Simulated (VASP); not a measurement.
# Ir (Fm-3m) in VASP: further runs, part 2 of 2

VASP 6.6.1.

**4. Single point, HSE06**

This run uses another cell than the first one, of 13.33 Å³/atom, 0.885 times its volume.

Contents of POSCAR:

```
Ir
1.0
    0.0000000000      1.8819593787      1.8819593787
    1.8819593787      0.0000000000      1.8819593787
    1.8819593787      1.8819593787      0.0000000000
Ir
1
Direct
    0.0000000000      0.0000000000      0.0000000000
```

Contents of INCAR.step1:

```
PREC = Accurate
ENCUT = 520
EDIFF = 1E-5
ISMEAR = -1
SIGMA = 0.1
LREAL = F
LASPH = T
NELM = 60
ALGO = Normal
ISIF = 2
LWAVE = T
LCHARG = F
GGA = PE
NBANDS = 10
```

Contents of INCAR.step2:

```
PREC = Accurate
ENCUT = 520
EDIFF = 1E-7
ISMEAR = -1
SIGMA = 0.1
LREAL = F
LASPH = T
NELM = 60
ALGO = Normal
ISIF = 2
LWAVE = F
LCHARG = F
GGA = PE
LHFCALC = T
HFSCREEN = 0.2079
PRECFOCK = Normal
ISTART = 1
NBANDS = 10
```

Contents of KPOINTS:

```
Automatic mesh
0
Gamma
  6 6 6
```

Potentials or basis: VASP PAW PBE potentials, release 64 (Ir).

On the command line:

```console
$ cat potpaw_PBE.64/Ir/POTCAR > POTCAR
$ cp INCAR.step1 INCAR
$ mpirun -np 1 vasp_std > vasp.out
$ cp INCAR.step2 INCAR
$ mpirun -np 1 vasp_std > vasp.out
```

OUTCAR:

```text
PREC = Accurate
   ENCUT = 520
   EDIFF = 1E-7
   ISMEAR = -1
   LREAL = F
   LASPH = T
   NELM = 60
   ISIF = 2
   GGA = PE
   LHFCALC = T
   HFSCREEN = 0.2079
   PRECFOCK = Normal
   ISTART = 1

 ion  position               nearest neighbor table
   1  0.000  0.000  0.000-

  LATTYP: Found a face centered cubic cell.
 ALAT       =     3.7639187574

  Lattice vectors:

 A1 = (   0.0000000000,   1.8819593787,   1.8819593787)
 A2 = (   1.8819593787,   0.0000000000,   1.8819593787)
 A3 = (   1.8819593787,   1.8819593787,   0.0000000000)

Analysis of symmetry for initial positions (statically):
=====================================================================
 Subroutine PRICEL returns:
 Original cell was already a primitive cell.

 Routine SETGRP: Setting up the symmetry group for a
 face centered cubic supercell.

 Subroutine GETGRP returns: Found 48 space group operations
 (whereof 48 operations were pure point group operations)
 out of a pool of 48 trial point group operations.

The static configuration has the point symmetry O_h .

Analysis of symmetry for dynamics (positions and initial velocities):
=====================================================================
 Subroutine PRICEL returns:
 Original cell was already a primitive cell.

 Routine SETGRP: Setting up the symmetry group for a
 face centered cubic supercell.

 Subroutine GETGRP returns: Found 48 space group operations
 (whereof 48 operations were pure point group operations)
 out of a pool of 48 trial point group operations.

The dynamic configuration has the point symmetry O_h .

 Subroutine INISYM returns: Found 48 space group operations
 (whereof 48 operations are pure point group operations),
 and found     1 'primitive' translations

[... 111 lines left out ...]
   ENCUT4O =  -1.0   cutoff for four orbital integrals eV
   NKREDX  =     1    reduce k-point grid by
   NKREDY  =     1    reduce k-point grid by
   NKREDZ  =     1    reduce k-point grid by
   AEXX    =    0.2500 exact exchange contribution
   HFSCREEN=    0.2079 screening length (either q_TF or 0.3 A-1)
   HFSCREENC=   0.2079 screening length for correlation (either q_TF or 0.3 A-1)
   ENCUTFOCK=  -1.0 apply spherical cutoff to Coloumb kernel
   IVDW    =     0    specifies the selected vdW correction
   LEPSILON=     F    determine dielectric tensor
   LRPA    =     F    only Hartree local field effects (RPA)
 non-spin polarized calculation
  energy-cutoff  :      520.00
  volume of cell :       13.33
 maximum number of plane-waves:       370
  NGX = 16; NGY = 16; NGZ = 16

 number of electron       9.0000000 magnetization

 Free energy of the ion-electron system (eV)
  ---------------------------------------------------
  ext. energy  EPLUGINS =         0.00000000
  ---------------------------------------------------
  free energy    TOTEN  =       -10.04501742 eV

  energy without entropy =      -10.01222344  energy(sigma->0) =      -10.02862043

 E-fermi :  10.6349     XC(G=0): -11.6367

 val. band max:       10.4890154738   @ k =   0.5000   0.3333   0.1667
 cond. band min:      10.7832925471   @ k =   0.3333   0.0000   0.0000
 fundamental gap:      0.2942770733
 Fermi energy:        10.6349369583

 k-point     1 :       0.0000    0.0000    0.0000
  band No.  band energies     occupation
      1      -1.8539      2.00000
      2       6.1672      2.00000
      3       6.1672      2.00000
      4       6.1672      2.00000
      5       9.2415      2.00000
      6       9.2415      2.00000
      7      26.4734      0.00000
      8      32.6574      0.00000
      9      32.6574      0.00000
     10      32.6574      0.00000
[... 183 lines left out ...]
 k-point    16 :      -0.3333    0.5000    0.1667
  band No.  band energies     occupation
      1       2.6125      2.00000
      2       3.4363      2.00000
      3       7.3142      2.00000
      4       9.5893      1.99994
      5      13.0719      0.00000
      6      19.0805      0.00000
      7      21.3043      0.00000
      8      23.2166      0.00000
      9      26.0937      0.00000
     10      38.3011      0.00000

------------------------ aborting loop because EDIFF is reached ----------------------------------------

  FORCE on cell =-STRESS in cart. coord.  units (eV):
  Direction    XX          YY          ZZ          XY          YZ          ZX
  --------------------------------------------------------------------------------------
  -------------------------------------------------------------------------------------
  Total        2.1277409      2.1277409      2.1277409      0.0000000     -0.0000000      0.0000000
  in kB      255.7222941    255.7222941    255.7222941      0.0000000     -0.0000000      0.0000000
  external PRESSURE =     255.7222941 kB  Pullay stress =       0.0000000 kB

 VOLUME and BASIS-vectors are now :
 -----------------------------------------------------------------------------
  energy-cutoff  :      520.00
  volume of cell :       13.33
      direct lattice vectors                 reciprocal lattice vectors
     0.000000000  1.881959379  1.881959379    -0.265680549  0.265680549  0.265680549
     1.881959379  0.000000000  1.881959379     0.265680549 -0.265680549  0.265680549
     1.881959379  1.881959379  0.000000000     0.265680549  0.265680549 -0.265680549

 POSITION                                       TOTAL-FORCE (eV/Angst)
 -----------------------------------------------------------------------------------
      0.00000      0.00000      0.00000         0.000000      0.000000      0.000000
 -----------------------------------------------------------------------------------
    total drift:                                0.000000      0.000000      0.000000

  FREE ENERGIE OF THE ION-ELECTRON SYSTEM (eV)
  ---------------------------------------------------
  free  energy   TOTEN  =       -10.0450174176 eV

  energy  without entropy=      -10.0122234442  energy(sigma->0) =      -10.02862043
```

Wall time 12 min (1 thread of AMD EPYC 7R43 (Zen 3), shared host); peak memory 0.19 GiB.

Results:

```yaml
Free_energy: -10.0450 eV
Pressure: 25.6 GPa
```

Caveat: the k points lie up to 0.48 Å⁻¹ apart; the PAW data sets were made with another functional, which shifts forces and pressure a little; spin-orbit coupling is left out, which moves the levels of the heavy elements.
